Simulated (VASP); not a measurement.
# Zr (I4/mmm) in VASP: a series of runs

The runs below take Zr through electric field gradients, with PBEsol.

All numbers are computed with VASP 6.6.1; they aren't measurements. Logs are shortened: lines on timing, memory, paths and dates and some standing lists are left out, and cuts for length are marked.

**1. The cell of the first run**

Symmetry: I4/mmm, No. 139, tetragonal system. The conventional cell has a = 3.729 Å, b = 3.729 Å, c = 3.620 Å, α = 90.00°, β = 90.00°, γ = 90.00°. Zr (site symmetry 4/mmm) has 14 Zr at 3.20 to 3.73 Å within 4.2 Å.

**2. Electric field gradients, PBEsol (equal xx and yy strain of +3 %)**

File INCAR:

```
SYSTEM = Zr
  ALGO = Normal
  EDIFF = 1E-8
  ENCUT = 520
  GGA = PS
  ISIF = 2
  ISMEAR = -1
  LASPH = .True.
  LCHARG = .False.
  LEFG = .True.
  LREAL = .False.
  LWAVE = .False.
  NBANDS = 12
  NELM = 100
  PREC = Accurate
  SIGMA = 0.08
```

File KPOINTS:

```
k-points
0
Gamma
  14 14 14
  0 0 0
```

File POSCAR:

```
Zr
1.0
   -1.8643000000      1.8643000000      1.8100000000
    1.8643000000     -1.8643000000      1.8100000000
    1.8643000000      1.8643000000     -1.8100000000
Zr
1
Direct
    0.0000000000      0.0000000000      0.0000000000
```

Potentials or basis: VASP PAW PBE potentials, release 64 (Zr_sv).

The run is started by

```console
cat potpaw_PBE.64/Zr_sv/POTCAR > POTCAR
mpirun -np 1 vasp_std > vasp.out
```

OUTCAR:

```text
SYSTEM = Zr
   EDIFF = 1E-8
   ENCUT = 520
   GGA = PS
   ISIF = 2
   ISMEAR = -1
   LASPH = .True.
   LREAL = .False.
   NELM = 100
   PREC = Accurate

 ion  position               nearest neighbor table
   1  0.000  0.000  0.000-

  LATTYP: Found a body centered tetragonal cell.
 ALAT       =     3.7286000000
 C/A-ratio  =     0.9708737864

  Lattice vectors:

 A1 = (  -1.8643000000,   1.8643000000,   1.8100000000)
 A2 = (   1.8643000000,  -1.8643000000,   1.8100000000)
 A3 = (   1.8643000000,   1.8643000000,  -1.8100000000)

Analysis of symmetry for initial positions (statically):
=====================================================================
 Subroutine PRICEL returns:
 Original cell was already a primitive cell.

 Routine SETGRP: Setting up the symmetry group for a
 body centered tetragonal supercell.

 Subroutine GETGRP returns: Found 16 space group operations
 (whereof 16 operations were pure point group operations)
 out of a pool of 16 trial point group operations.

The static configuration has the point symmetry D_4h.

Analysis of symmetry for dynamics (positions and initial velocities):
=====================================================================
 Subroutine PRICEL returns:
 Original cell was already a primitive cell.

 Routine SETGRP: Setting up the symmetry group for a
 body centered tetragonal supercell.

 Subroutine GETGRP returns: Found 16 space group operations
 (whereof 16 operations were pure point group operations)
 out of a pool of 16 trial point group operations.

The dynamic configuration has the point symmetry D_4h.

 Subroutine INISYM returns: Found 16 space group operations
 (whereof 16 operations are pure point group operations),
 and found     1 'primitive' translations

----------------------------------------------------------------------------------------

                                     Primitive cell

  volume of cell :      25.1634

  direct lattice vectors                    reciprocal lattice vectors
    -1.864300000  1.864300000  1.810000000     0.000000000  0.268197179  0.276243094
     1.864300000 -1.864300000  1.810000000     0.268197179  0.000000000  0.276243094
     1.864300000  1.864300000 -1.810000000     0.268197179  0.268197179  0.000000000

  length of vectors
     3.198019540  3.198019540  3.198019540     0.385019446  0.385019446  0.379288087

  position of ions in fractional coordinates (direct lattice)
     0.000000000  0.000000000  0.000000000

  ion indices of the primitive-cell ions
   primitive index   ion index
                 1           1

----------------------------------------------------------------------------------------

 KPOINTS: k-points

Automatic generation of k-mesh.
 Grid dimensions read from file:
 generate k-points for:   14   14   14

 Generating k-lattice:

  Cartesian coordinates                     Fractional coordinates (reciprocal lattice)
     0.000000000  0.019156941  0.019731650     0.071428571  0.000000000  0.000000000
     0.019156941  0.000000000  0.019731650     0.000000000  0.071428571  0.000000000
     0.019156941  0.019156941  0.000000000     0.000000000  0.000000000  0.071428571

  Length of vectors
     0.027501389  0.027501389  0.027092006

  Shift w.r.t. Gamma in fractional coordinates (k-lattice)
     0.000000000  0.000000000  0.000000000

 Subroutine IBZKPT returns following result:
 ===========================================

 Found    244 irreducible k-points:

 Following reciprocal coordinates:
            Coordinates               Weight
  0.000000  0.000000  0.000000      1.000000
  0.071429  0.000000  0.000000      8.000000
  0.142857  0.000000 -0.000000      8.000000
  0.214286  0.000000  0.000000      8.000000
  0.285714  0.000000 -0.000000      8.000000
  0.357143  0.000000 -0.000000      8.000000
[... 16 lines left out ...]
  0.214286  0.142857  0.000000     16.000000
  0.285714  0.142857 -0.000000     16.000000
 [... further k-points ...]
   k-points           NKPTS =    244   k-points in BZ     NKDIM =    244   number of bands    NBANDS=     12
   number of dos      NEDOS =    301   number of ions     NIONS =      1
   total plane-waves  NPLWV =  13824
   dimension x,y,z NGX =    24 NGY =   24 NGZ =   24
   dimension x,y,z NGXF=    48 NGYF=   48 NGZF=   48
   ions per type =               1
   NGX,Y,Z   is equivalent  to a cutoff of  12.48, 12.48, 12.48 a.u.
   NGXF,Y,Z  is equivalent  to a cutoff of  24.95, 24.95, 24.95 a.u.
 SYSTEM =  Zr
   PREC   = accura    normal or accurate (medium, high low for compatibility)
   ISTART =      0    job   : 0-new  1-cont  2-samecut
   ICHARG =      2    charge: 1-file 2-atom 10-const
   ISPIN  =      1    spin polarized calculation?
   LNONCOLLINEAR =      F non collinear calculations
   LSORBIT =      F    spin-orbit coupling
   LASPH  =      T    aspherical Exc in radial PAW
   ENCUT  =  520.0 eV  38.22 Ry    6.18 a.u.   5.95  5.95  5.95*2*pi/ulx,y,z
   NELM   =    100;   NELMIN=  2; NELMDL= -5     # of ELM steps
   EDIFF  = 0.1E-07   stopping-criterion for ELM
   LREAL  =      F    real-space projection
   EDIFFG = 0.1E-06   stopping-criterion for IOM
   NSW    =      0    number of steps for IOM
   IBRION =     -1    ionic relax: 0-MD 1-quasi-New 2-CG
   NFREE  =      0    steps in history (QN), initial steepest desc. (CG)
   ISIF   =      2    stress and relaxation
   ISYM   =      2    0-nonsym 1-usesym 2-fastsym
   POTIM  = 0.5000    time-step for ionic-motion
   TEBEG  =    0.0;   TEEND  =   0.0 temperature during run
   PSTRESS=    0.0 pullay stress
   NELECT =      12.0000    total number of electrons
   NUPDOWN=      -1.0000    fix difference up-down
   EMIN   =  10.00;   EMAX   =-10.00  energy-range for DOS
   EFERMI =   0.00;   METHOD = LEGACY
   ISMEAR =    -1;   SIGMA  =   0.08  broadening in eV -4-tet -1-fermi 0-gaus
   EFERMI_NEDOS =   21; number of points for ismear=-14 and -15
   IALGO  =     38    algorithm
   IMIX   =      4    mixing-type and parameters
     AMIX     =   0.40;   BMIX     =  1.00
     AMIX_MAG =   1.60;   BMIX_MAG =  1.00
  volume/ion in A,a.u.               =      25.16       169.81
  Fermi-wavevector in a.u.,A,eV,Ry     =   1.279024  2.417004 22.257786  1.635901
  Thomas-Fermi vector in A             =   2.411533
   LORBIT       =      0    0 simple, 1 ext, 2 COOP (PROOUT), +10 PAW based schemes
   GGA     = PS    functional components
   LHFCALC =     F    Hartree Fock is set to
   AEXX    =    0.0000 exact exchange contribution
   IVDW    =     0    specifies the selected vdW correction
   LEPSILON=     F    determine dielectric tensor
   LRPA    =     F    only Hartree local field effects (RPA)
 non-spin polarized calculation
  energy-cutoff  :      520.00
  volume of cell :       25.16
 maximum number of plane-waves:       692
   NGX = 11   NGY = 11   NGZ = 11

 number of electron      12.0000000 magnetization

 Free energy of the ion-electron system (eV)
  ---------------------------------------------------
  ext. energy  EPLUGINS =         0.00000000
  ---------------------------------------------------
  free energy    TOTEN  =        -8.91720714 eV

  energy without entropy =       -8.87110251  energy(sigma->0) =       -8.89415482

 E-fermi :   7.7588     XC(G=0): -10.8478

 val. band max:        7.7577341098   @ k =   0.2857   0.2857  -0.0000
 cond. band min:       7.7597469334   @ k =  -0.4286  -0.4286   0.0714
 fundamental gap:      0.0020128236
 Fermi energy:         7.7587922140

 k-point     1 :       0.0000    0.0000    0.0000
  band No.  band energies     occupation
      1     -40.8123      2.00000
      2     -18.4410      2.00000
      3     -18.4410      2.00000
      4     -18.4392      2.00000
      5       2.5129      2.00000
      6       8.6514      0.00003
      7       8.9182      0.00000
      8       8.9182      0.00000
      9      10.9187      0.00000
     10      11.2754      0.00000
     11      19.7523      0.00000
     12      19.7523      0.00000

 k-point     2 :       0.0714    0.0000    0.0000
  band No.  band energies     occupation
      1     -40.8068      2.00000
      2     -18.4798      2.00000
      3     -18.4537      2.00000
      4     -18.4407      2.00000
      5       2.6742      2.00000
      6       8.6272      0.00004
      7       8.8776      0.00000
      8       8.9882      0.00000
      9      10.8795      0.00000
     10      11.1668      0.00000
     11      19.9871      0.00000
     12      20.0454      0.00000

 k-point     3 :       0.1429    0.0000   -0.0000
  band No.  band energies     occupation
      1     -40.7915      2.00000
      2     -18.5896      2.00000
      3     -18.4889      2.00000
      4     -18.4423      2.00000
      5       3.1331      2.00000
      6       8.3857      0.00079
      7       8.7008      0.00002
      8       9.3998      0.00000
      9      10.7429      0.00000
     10      11.0824      0.00000
     11      20.3152      0.00000
     12      20.8784      0.00000
[... 286 lines left out ...]
 k-point    23 :       0.2143    0.1429    0.0000
  band No.  band energies     occupation
      1     -40.7350      2.00000
      2     -18.9438      2.00000
      3     -18.6072      2.00000
      4     -18.4937      2.00000
      5       4.9180      2.00000
      6       7.6257      1.68139
      7       7.8066      0.71001
      8      10.5188      0.00000
      9      11.5977      0.00000
     10      11.6747      0.00000
     11      19.4418      0.00000
     12      20.2158      0.00000

 k-point    24 :       0.2857    0.1429   -0.0000
  band No.  band energies     occupation
      1     -40.7149      2.00000
      2     -19.0529      2.00000
      3     -18.6726      2.00000
      4     -18.4985      2.00000
      5       5.4281      2.00000
      6       7.3596      1.98648
      7       7.8877      0.33291
      8      10.7184      0.00000
      9      11.8352      0.00000
     10      12.6967      0.00000
     11      18.1508      0.00000
     12      19.1479      0.00000

 [... further k-points ...]

------------------------ aborting loop because EDIFF is reached ----------------------------------------

  FORCE on cell =-STRESS in cart. coord.  units (eV):
  Direction    XX          YY          ZZ          XY          YZ          ZX
  --------------------------------------------------------------------------------------
  -------------------------------------------------------------------------------------
  Total       -1.5998221     -1.5998221     -1.6879322      0.0000000      0.0000000      0.0000000
  in kB     -101.8619812   -101.8619812   -107.4720190      0.0000000      0.0000000      0.0000000
  external PRESSURE =    -103.7319938 kB  Pullay stress =       0.0000000 kB

 VOLUME and BASIS-vectors are now :
 -----------------------------------------------------------------------------
  energy-cutoff  :      520.00
  volume of cell :       25.16
      direct lattice vectors                 reciprocal lattice vectors
    -1.864300000  1.864300000  1.810000000     0.000000000  0.268197179  0.276243094
     1.864300000 -1.864300000  1.810000000     0.268197179  0.000000000  0.276243094
     1.864300000  1.864300000 -1.810000000     0.268197179  0.268197179  0.000000000

 POSITION                                       TOTAL-FORCE (eV/Angst)
 -----------------------------------------------------------------------------------
      0.00000      0.00000      0.00000         0.000000      0.000000      0.000000
 -----------------------------------------------------------------------------------
    total drift:                                0.000000      0.000000     -0.000000

  FREE ENERGIE OF THE ION-ELECTRON SYSTEM (eV)
  ---------------------------------------------------
  free  energy   TOTEN  =        -8.9172071390 eV

  energy  without entropy=       -8.8711025099  energy(sigma->0) =       -8.89415482

 Electric field gradients (V/A^2)
---------------------------------------------------------------------
 ion       V_xx      V_yy      V_zz      V_xy      V_xz      V_yz
---------------------------------------------------------------------
   1      -0.849    -0.849     1.699    -0.000    -0.000    -0.000
---------------------------------------------------------------------

 Electric field gradients after diagonalization (V/A^2)
 (convention: |V_zz| > |V_xx| > |V_yy|)
----------------------------------------------------------------------
 ion       V_xx      V_yy      V_zz     asymmetry (V_yy - V_xx)/ V_zz
----------------------------------------------------------------------
   1      -0.849    -0.849     1.699       0.000
----------------------------------------------------------------------

           NMR quadrupolar parameters

 Cq : quadrupolar parameter    Cq=e*Q*V_zz/h
 eta: asymmetry parameters     (V_yy - V_xx)/ V_zz
 Q  : nuclear electric quadrupole moment in mb (millibarn)
----------------------------------------------------------------------
 ion       Cq(MHz)       eta       Q (mb)
----------------------------------------------------------------------
   1       0.004       0.000       1.000
----------------------------------------------------------------------
```

Wall time 52 s (1 thread of Intel Xeon 8259CL, shared host); peak memory 0.19 GiB.

Results:

| Quantity | Value |
| --- | --- |
| Free energy | -8.9172 eV |
| Pressure | -10.4 GPa |
| Band gap on the k mesh | zero (bands 6 and 7 overlap by 1.59 eV) |
| Largest electric field gradient by atom | Zr +1.7 V/Å² |

Levels at points of the mesh, in eV from the Fermi level:
| k point | band 3 | band 4 | band 5 | band 6 | band 7 | band 8 | band 9 | band 10 |
| --- | --- | --- | --- | --- | --- | --- | --- | --- |
| (0.00, 0.00, 0.00) | -26.20 | -26.20 | -5.25 | 0.89 | 1.16 | 1.16 | 3.16 | 3.52 |
| (0.50, 0.00, 0.00) | -26.45 | -26.21 | -2.58 | -0.64 | 1.37 | 3.36 | 4.02 | 5.77 |
| (0.50, 0.50, 0.00) | -26.43 | -26.19 | -2.59 | -0.36 | 1.21 | 3.06 | 3.80 | 5.72 |
| (0.50, 0.50, 0.50) | -26.74 | -26.70 | -2.26 | -2.20 | 5.14 | 5.14 | 5.22 | 6.62 |

Electric field gradients, principal values (V/Å²):
```tsv
atom	least	middle	greatest (by size)
1 Zr	-0.849	-0.849	1.699
```

Caveat: the cell differs from its parent crystal (equal xx and yy strain of +3 %); the cell stands under tension; without QUAD_EFG the Cq values of the log hold for a quadrupole moment of 1 mb, not for the nuclei; the PAW data sets were made with another functional, which shifts forces and pressure a little.

(Continued in part 2 of 2.)
